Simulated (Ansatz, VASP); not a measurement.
# Ga2O3: VASP beside Ansatz

The input INCAR:

```
ALGO = Normal ; EDIFF = 1E-6
ENCUT = 520 ; GGA = PE
ISIF = 2 ; ISMEAR = 0
LASPH = T ; LCHARG = F
LREAL = F ; LWAVE = F
NBANDS = 55 ; NELM = 100
PREC = Accurate ; SIGMA = 0.05
```

KPOINTS

```
k-points
0
Gamma
  6 6 6
```

The input POSCAR:

```
Ga2O3
1.0
    2.4022883282      1.3869618130      4.6545610942
   -2.4022883282      1.3869618130      4.6545610942
    0.0000000000     -2.7739236259      4.6545610941
Ga O
4 6
Direct
    0.3558687539      0.3558687539      0.3558687539
    0.1441312461      0.1441312461      0.1441312461
    0.6441312461      0.6441312461      0.6441312461
    0.8558687539      0.8558687539      0.8558687539
    0.5531733332      0.9468266668      0.2500000000
    0.2500000000      0.5531733332      0.9468266668
    0.9468266668      0.2500000000      0.5531733332
    0.4468266668      0.0531733332      0.7500000000
    0.7500000000      0.4468266668      0.0531733332
    0.0531733332      0.7500000000      0.4468266668
```

Input for Ansatz:

```yaml
crystal:
  lattice:
    - [2.4022883282, 1.386961813, 4.6545610942]
    - [-2.4022883282, 1.386961813, 4.6545610942]
    - [0.0, -2.7739236259, 4.6545610941]
  atoms:
    - { symbol: Ga, position: [0.3558687539, 0.3558687539, 0.3558687539] }
    - { symbol: Ga, position: [0.1441312461, 0.1441312461, 0.1441312461] }
    - { symbol: Ga, position: [0.6441312461, 0.6441312461, 0.6441312461] }
    - { symbol: Ga, position: [0.8558687539, 0.8558687539, 0.8558687539] }
    - { symbol: O, position: [0.5531733332, 0.9468266668, 0.25] }
    - { symbol: O, position: [0.25, 0.5531733332, 0.9468266668] }
    - { symbol: O, position: [0.9468266668, 0.25, 0.5531733332] }
    - { symbol: O, position: [0.4468266668, 0.0531733332, 0.75] }
    - { symbol: O, position: [0.75, 0.4468266668, 0.0531733332] }
    - { symbol: O, position: [0.0531733332, 0.75, 0.4468266668] }
basis:
  ecutwfc: 420
kpoints:
  mp_grid: { grid: [6, 6, 6] }
hamiltonian:
  xc: pbe
scf:
  occupations: { method: gaussian, width: 0.05 }
output:
  forces: true
  stress: true
  eigenvalues: true
```

Change from the starting cell: strain -0.050 along x and y, +0.025 along z, atoms carried along.

Alike in both runs: task single point; functional PBE; k mesh 6 × 6 × 6; occupations gaussian, width 0.05 eV; no spin polarisation.

|  | VASP | Ansatz |
| --- | --- | --- |
| version | VASP 6.6.1 | Ansatz 0.2.0 |
| potentials or method | VASP PAW PBE potentials, release 64 (Ga_d, O), cutoff 520 eV | scalar-relativistic, plane waves, PAW |
| valence electrons in the cell | 88 | 88 |

VASP gave:

```
gap on the k mesh at the Fermi level (eV)                     : 3.08
least direct gap on the mesh (eV)                             : 3.20
pressure (GPa)                                                : 21.7
traceless stress, the component that is largest in VASP (GPa) : -16.83
rms of the force components (eV/Å)                            : 0.193
```

Q: Which values does Ansatz return?

A: gap on the k mesh at the Fermi level (eV): 3.09; least direct gap on the mesh (eV): 3.20; pressure (GPa): 20.6; traceless stress, the component that is largest in VASP (GPa): -16.81; rms of the force components (eV/Å): 0.199.

Atom by atom the forces differ by 0.006 eV/Å (rms over components). With one functional, cell and mesh, what is left measures potentials, basis and numerics.
